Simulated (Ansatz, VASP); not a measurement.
## Two plane-wave programs on Os

```
Os
1.0
     2.75593    0.00000    0.00000
    -1.37796    2.38670    0.00000
     0.00000    0.00000    4.34265
Os
2
Direct
  0.33333 0.66667 0.25000
  0.66667 0.33333 0.75000
```

Alike in both runs: task single point; functional PBE; k mesh 13 × 13 × 7; no spin polarisation.

```csv
,VASP,Ansatz
version,VASP 6.6.1,Ansatz 0.2.0
potentials or method,"VASP PAW PBE potentials, release 64 (Os), cutoff 520 eV","plane waves (420 eV) with PAW, scalar-relativistic"
occupations,"methfessel-paxton of order 1, width 0.3 eV","cold, width 0.3 eV"
valence electrons in the cell,16,32
```

```csv
,VASP,Ansatz,Ansatz less VASP
pressure (GPa),-0.4,-0.2,+0.18
"traceless stress, the component that is largest in VASP (GPa)",-0.24,-0.44,-0.197
```

VASP's potentials hold 16 valence electrons a cell and Ansatz's 32, so a difference there can come from the potentials and not from the codes.

Neither program's run includes spin-orbit coupling.
